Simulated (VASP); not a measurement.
# Cu (I4/mmm) in VASP: a series of runs

The runs below take Cu through relaxation of cell and atoms, with LDA, PBEsol.

Program: VASP 6.6.1. These are calculated values, not measurements. Logs are shortened: lines on timing, memory, paths and dates and some standing lists are left out, and cuts for length are marked.

## 1. The cell of the first run

It takes space group I4/mmm (No. 139, tetragonal). The conventional cell has a = 2.886 Å, b = 2.886 Å, c = 2.752 Å, α = 90.00°, β = 90.00°, γ = 90.00°. Cu (site symmetry 4/mmm) has 14 Cu at 2.46 to 2.89 Å within 3.2 Å.

## 2. Relaxation of cell and atoms, LDA

INCAR

```
ALGO = Normal
EDIFF = 1E-7
EDIFFG = -0.01
ENCUT = 600
IBRION = 2
ISIF = 3
ISMEAR = 0
LASPH = True
LCHARG = False
LREAL = False
LWAVE = False
NELM = 100
NSW = 80
PREC = Accurate
SIGMA = 0.1
```

KPOINTS

```
k-points
0
Gamma
  20 20 20
```

POSCAR

```
Cu
1.0
   -1.4427933200      1.4427933200      1.3760814500
    1.4427933200     -1.4427933200      1.3760814500
    1.4427933200      1.4427933200     -1.3760814500
Cu
1
Direct
    0.0000000000      0.0000000000      0.0000000000
```

Potentials or basis: VASP PAW LDA potentials, release 64 (Cu).

Run with:

```bash
cat potpaw_LDA.64/Cu/POTCAR > POTCAR
mpirun -np 1 vasp_std > vasp.out
```

OUTCAR:

```text
EDIFF = 1E-7
   EDIFFG = -0.01
   ENCUT = 600
   IBRION = 2
   ISIF = 3
   ISMEAR = 0
   LASPH = True
   LREAL = False
   NELM = 100
   NSW = 80
   PREC = Accurate

 ion  position               nearest neighbor table
   1  0.000  0.000  0.000-

  LATTYP: Found a body centered tetragonal cell.
 ALAT       =     2.8855866400
 C/A-ratio  =     0.9537620052

  Lattice vectors:

 A1 = (  -1.4427933200,   1.4427933200,   1.3760814500)
 A2 = (   1.4427933200,  -1.4427933200,   1.3760814500)
 A3 = (   1.4427933200,   1.4427933200,  -1.3760814500)

Analysis of symmetry for initial positions (statically):
=====================================================================
 Subroutine PRICEL returns:
 Original cell was already a primitive cell.

 Routine SETGRP: Setting up the symmetry group for a
 body centered tetragonal supercell.

 Subroutine GETGRP returns: Found 16 space group operations
 (whereof 16 operations were pure point group operations)
 out of a pool of 16 trial point group operations.

The static configuration has the point symmetry D_4h.

Analysis of symmetry for dynamics (positions and initial velocities):
=====================================================================
 Subroutine PRICEL returns:
 Original cell was already a primitive cell.

 Routine SETGRP: Setting up the symmetry group for a
 body centered tetragonal supercell.

 Subroutine GETGRP returns: Found 16 space group operations
 (whereof 16 operations were pure point group operations)
 out of a pool of 16 trial point group operations.

The dynamic configuration has the point symmetry D_4h.

 Subroutine INISYM returns: Found 16 space group operations
 (whereof 16 operations are pure point group operations),
 and found     1 'primitive' translations

----------------------------------------------------------------------------------------

                                     Primitive cell

  volume of cell :      11.4581

  direct lattice vectors                    reciprocal lattice vectors
    -1.442793320  1.442793320  1.376081450     0.000000000  0.346549983  0.363350585
     1.442793320 -1.442793320  1.376081450     0.346549983  0.000000000  0.363350585
     1.442793320  1.442793320 -1.376081450     0.346549983  0.346549983  0.000000000

  length of vectors
     2.461078074  2.461078074  2.461078074     0.502116060  0.502116060  0.490095685

  position of ions in fractional coordinates (direct lattice)
     0.000000000  0.000000000  0.000000000

  ion indices of the primitive-cell ions
   primitive index   ion index
                 1           1

----------------------------------------------------------------------------------------

 KPOINTS: k-points

Automatic generation of k-mesh.
 Grid dimensions read from file:
 generate k-points for:   20   20   20

 Generating k-lattice:

  Cartesian coordinates                     Fractional coordinates (reciprocal lattice)
     0.000000000  0.017327499  0.018167529     0.050000000 -0.000000000  0.000000000
     0.017327499  0.000000000  0.018167529    -0.000000000  0.050000000  0.000000000
     0.017327499  0.017327499  0.000000000     0.000000000  0.000000000  0.050000000

  Length of vectors
     0.025105803  0.025105803  0.024504784

  Shift w.r.t. Gamma in fractional coordinates (k-lattice)
     0.000000000  0.000000000  0.000000000

 Subroutine IBZKPT returns following result:
 ===========================================

 Found    641 irreducible k-points:

 Following reciprocal coordinates:
            Coordinates               Weight
  0.000000  0.000000  0.000000      1.000000
  0.050000 -0.000000  0.000000      8.000000
  0.100000 -0.000000  0.000000      8.000000
  0.150000 -0.000000  0.000000      8.000000
  0.200000 -0.000000  0.000000      8.000000
  0.250000 -0.000000  0.000000      8.000000
[... 16 lines left out ...]
 -0.400000  0.050000 -0.000000     16.000000
 -0.350000  0.050000  0.000000     16.000000
 [... further k-points ...]
   k-points           NKPTS =    641   k-points in BZ     NKDIM =    641   number of bands    NBANDS=      9
   number of dos      NEDOS =    301   number of ions     NIONS =      1
   total plane-waves  NPLWV =   8000
   dimension x,y,z NGX =    20 NGY =   20 NGZ =   20
   dimension x,y,z NGXF=    40 NGYF=   40 NGZF=   40
   ions per type =               1
   NGX,Y,Z   is equivalent  to a cutoff of  13.51, 13.51, 13.51 a.u.
   NGXF,Y,Z  is equivalent  to a cutoff of  27.02, 27.02, 27.02 a.u.
 SYSTEM =  unknown system
   PREC   = accura    normal or accurate (medium, high low for compatibility)
   ISTART =      0    job   : 0-new  1-cont  2-samecut
   ICHARG =      2    charge: 1-file 2-atom 10-const
   ISPIN  =      1    spin polarized calculation?
   LNONCOLLINEAR =      F non collinear calculations
   LSORBIT =      F    spin-orbit coupling
   LASPH  =      T    aspherical Exc in radial PAW
   ENCUT  =  600.0 eV  44.10 Ry    6.64 a.u.   4.92  4.92  4.92*2*pi/ulx,y,z
   NELM   =    100;   NELMIN=  2; NELMDL= -5     # of ELM steps
   EDIFF  = 0.1E-06   stopping-criterion for ELM
   LREAL  =      F    real-space projection
   EDIFFG = -.1E-01   stopping-criterion for IOM
   NSW    =     80    number of steps for IOM
   IBRION =      2    ionic relax: 0-MD 1-quasi-New 2-CG
   NFREE  =      1    steps in history (QN), initial steepest desc. (CG)
   ISIF   =      3    stress and relaxation
   ISYM   =      2    0-nonsym 1-usesym 2-fastsym
   POTIM  = 0.5000    time-step for ionic-motion
   TEBEG  =    0.0;   TEEND  =   0.0 temperature during run
   PSTRESS=    0.0 pullay stress
   NELECT =      11.0000    total number of electrons
   NUPDOWN=      -1.0000    fix difference up-down
   EMIN   =  10.00;   EMAX   =-10.00  energy-range for DOS
   EFERMI =   0.00;   METHOD = LEGACY
   ISMEAR =     0;   SIGMA  =   0.10  broadening in eV -4-tet -1-fermi 0-gaus
   EFERMI_NEDOS =   21; number of points for ismear=-14 and -15
   IALGO  =     38    algorithm
   IMIX   =      4    mixing-type and parameters
     AMIX     =   0.40;   BMIX     =  1.00
     AMIX_MAG =   1.60;   BMIX_MAG =  1.00
  volume/ion in A,a.u.               =      11.46        77.32
  Fermi-wavevector in a.u.,A,eV,Ry     =   1.614984  3.051878 35.486359  2.608174
  Thomas-Fermi vector in A             =   2.709805
   LORBIT       =      0    0 simple, 1 ext, 2 COOP (PROOUT), +10 PAW based schemes
   GGA     = CA    functional components
   LHFCALC =     F    Hartree Fock is set to
   AEXX    =    0.0000 exact exchange contribution
   IVDW    =     0    specifies the selected vdW correction
   LEPSILON=     F    determine dielectric tensor
   LRPA    =     F    only Hartree local field effects (RPA)
 conjugate gradient relaxation of ions
 non-spin polarized calculation
 Gauss-broadening in eV      SIGMA  =   0.10
  energy-cutoff  :      600.00
  volume of cell :       11.46
 maximum number of plane-waves:       400
   NGX =  9   NGY =  9   NGZ =  9

--------------------------------------- Ionic step        1  -------------------------------------------

 number of electron      11.0000000 magnetization

 Free energy of the ion-electron system (eV)
  ---------------------------------------------------
  ext. energy  EPLUGINS =         0.00000000
  ---------------------------------------------------
  free energy    TOTEN  =        -4.65667374 eV

  energy without entropy =       -4.65441152  energy(sigma->0) =       -4.65554263

------------------------ aborting loop because EDIFF is reached ----------------------------------------

  FORCE on cell =-STRESS in cart. coord.  units (eV):
  Direction    XX          YY          ZZ          XY          YZ          ZX
  --------------------------------------------------------------------------------------
  -------------------------------------------------------------------------------------
  Total       -0.4781418     -0.4781418     -0.5316743      0.0000000     -0.0000000      0.0000000
  in kB      -66.8582399    -66.8582399    -74.3436512      0.0000000     -0.0000000      0.0000000
  external PRESSURE =     -69.3533770 kB  Pullay stress =       0.0000000 kB
[... 86 lines left out ...]
  FREE ENERGIE OF THE ION-ELECTRON SYSTEM (eV)
  ---------------------------------------------------
  free  energy   TOTEN  =        -4.6674665693 eV

  energy  without entropy=       -4.6653264539  energy(sigma->0) =       -4.66639651

[... ionic steps 4 to 7 ...]

--------------------------------------- Ionic step        8  -------------------------------------------

 number of electron      11.0000003 magnetization

------------------------ aborting loop because EDIFF is reached ----------------------------------------

  FORCE on cell =-STRESS in cart. coord.  units (eV):
  Direction    XX          YY          ZZ          XY          YZ          ZX
  --------------------------------------------------------------------------------------
  -------------------------------------------------------------------------------------
  Total       -0.0195049     -0.0195049     -0.0391831      0.0000000      0.0000000      0.0000000
  in kB       -2.8395123     -2.8395123     -5.7042538      0.0000000      0.0000000      0.0000000
  external PRESSURE =      -3.7944262 kB  Pullay stress =       0.0000000 kB
[... 55 lines left out ...]
  energy  without entropy=       -4.6654926733  energy(sigma->0) =       -4.66655676

--------------------------------------- Ionic step       10  -------------------------------------------

 number of electron      11.0000005 magnetization

 Free energy of the ion-electron system (eV)
  ---------------------------------------------------
  ext. energy  EPLUGINS =         0.00000000
  ---------------------------------------------------
  free energy    TOTEN  =        -4.66763496 eV

  energy without entropy =       -4.66547634  energy(sigma->0) =       -4.66655565

 E-fermi :   8.2840     XC(G=0): -13.5281

 val. band max:        8.2798111286   @ k =   0.3500   0.1000   0.0500
 cond. band min:       8.2896236640   @ k =   0.5000   0.2000   0.1500
 fundamental gap:      0.0098125354
 Fermi energy:         8.2839891861

 k-point     1 :       0.0000    0.0000    0.0000
  band No.  band energies     occupation
      1      -1.6293      2.00000
      2       4.6860      2.00000
      3       5.0029      2.00000
      4       5.0029      2.00000
      5       5.8325      2.00000
      6       6.1717      2.00000
      7      33.2967      0.00000
      8      33.2967      0.00000
      9      35.2931      0.00000
[... 265 lines left out ...]
 k-point    24 :      -0.3500    0.0500    0.0000
  band No.  band energies     occupation
      1       1.9982      2.00000
      2       4.2106      2.00000
      3       5.0261      2.00000
      4       5.9781      2.00000
      5       6.1015      2.00000
      6       6.3462      2.00000
      7      19.2755      0.00000
      8      26.0286      0.00000
      9      27.6994      0.00000

 [... further k-points ...]
[... 5 lines left out ...]
  --------------------------------------------------------------------------------------
  -------------------------------------------------------------------------------------
  Total       -0.0079887     -0.0079887     -0.0014855      0.0000000     -0.0000000      0.0000000
  in kB       -1.1643108     -1.1643108     -0.2165009      0.0000000     -0.0000000      0.0000000
  external PRESSURE =      -0.8483742 kB  Pullay stress =       0.0000000 kB
[... 16 lines left out ...]
  FREE ENERGIE OF THE ION-ELECTRON SYSTEM (eV)
  ---------------------------------------------------
  free  energy   TOTEN  =        -4.6676349623 eV

  energy  without entropy=       -4.6654763394  energy(sigma->0) =       -4.66655565

 reached required accuracy - stopping structural energy minimisation
```

Run time: 2.4 min. Hardware: 1 thread of AMD EPYC 9R45 (Zen 5), shared host; peak memory 0.18 GiB.

Results:

- Free energy: -4.6676 eV
- Relaxed volume: 10.99 Å³/atom
- Relaxed cell: a = 2.429 Å, b = 2.429 Å, c = 2.429 Å, α = 107.64°, β = 107.64°, γ = 113.21°
- Space group after relaxing (to 0.1 Å): I4/mmm (No. 139)
- Energy gained by relaxing: 11.0 meV/atom
- Ionic steps: 10
- Pressure after relaxing: -0.1 GPa
- Band gap on the k mesh: zero (an odd number of electrons rules out a gap without spin polarisation)

The path:
```
step  energy change (eV)  largest force (eV/Å)  pressure (GPa)  volume (Å³)
   1              0.0000                0.0000           -6.94        11.46
   2             -0.0049                0.0000            5.95        10.66
   3             -0.0108                0.0000            0.00        10.98
   4             -0.0108                0.0000            0.13        10.97
   5             -0.0108                0.0000           -0.05        10.99
   6             -0.0108                0.0000           -0.41        11.01
   7             -0.0109                0.0000           -0.40        11.01
   8             -0.0109                0.0000           -0.38        11.01
   9             -0.0109                0.0000           -0.26        11.00
  10             -0.0110                0.0000           -0.08        10.99
```

Final structure:
```
Cu
1.0
    -1.43381    1.43381    1.33682
     1.43381   -1.43381    1.33682
     1.43381    1.43381   -1.33682
Cu
1
Direct
  0.00000 0.00000 0.00000
```

## 3. Relaxation of cell and atoms, PBEsol

INCAR

```
SYSTEM = Cu
ALGO = Normal
EDIFF = 1E-7
EDIFFG = -0.01
ENCUT = 600
GGA = PS
IBRION = 2
ISIF = 3
ISMEAR = 0
LASPH = .True.
LCHARG = .False.
LREAL = .False.
LWAVE = .False.
NELM = 100
NSW = 80
PREC = Accurate
SIGMA = 0.1
```

KPOINTS

```
k-points
0
Gamma
  20 20 20
  0 0 0
```

POSCAR is that of step 2.

Potentials or basis: VASP PAW PBE potentials, release 64 (Cu).

Run with:

```bash
cat potpaw_PBE.64/Cu/POTCAR > POTCAR
mpirun -np 1 vasp_std > vasp.out
```

Run time: 80 s. Hardware: 1 thread of AMD EPYC 9R45 (Zen 5), shared host; peak memory 0.18 GiB.

Results (log left out):

```
Free energy                           : -4.2700 eV
Relaxed volume                        : 11.41 Å³/atom
Relaxed cell                          : a = 2.458 Å, b = 2.458 Å, c = 2.458 Å, α = 108.00°, β = 108.00°, γ = 112.46°
Space group after relaxing (to 0.1 Å) : I4/mmm (No. 139)
Energy gained by relaxing             : 0.2 meV/atom
Ionic steps                           : 5
Pressure after relaxing               : 0.1 GPa
Band gap on the k mesh                : zero (an odd number of electrons rules out a gap without spin polarisation)
```

Stress tensor (GPa, compression positive):
```
 0.14  0.00  0.00
 0.00  0.14  0.00
 0.00  0.00 -0.06
```

The path:
| step | energy change (eV) | largest force (eV/Å) | pressure (GPa) | volume (Å³) |
| --- | --- | --- | --- | --- |
| 1 | 0.0000 | 0.0000 | -0.63 | 11.46 |
| 2 | -0.0001 | 0.0000 | 0.42 | 11.38 |
| 3 | -0.0001 | 0.0000 | 0.11 | 11.41 |
| 4 | -0.0002 | 0.0000 | 0.09 | 11.41 |
| 5 | -0.0002 | 0.0000 | 0.07 | 11.41 |

Final structure:
```
CELL_PARAMETERS angstrom
-1.44487 1.44487 1.36629
1.44487 -1.44487 1.36629
1.44487 1.44487 -1.36629
ATOMIC_POSITIONS crystal
Cu 0.00000 0.00000 0.00000
```

Levels at points of the mesh, in eV from the Fermi level:
```tsv
k point	band 4	band 5	band 6	band 7	band 8	band 9
(0.00, 0.00, 0.00)	-3.13	-2.28	-2.03	24.79	24.79	26.30
(0.50, 0.00, 0.00)	-1.92	-1.37	-0.55	4.74	17.30	17.41
(0.50, 0.50, 0.00)	-2.09	-1.40	-0.99	4.12	18.78	19.10
(0.50, 0.50, 0.50)	-1.57	-1.51	7.61	7.61	9.80	13.30
```

Caveat: the PAW data sets were made with another functional, which shifts forces and pressure a little.
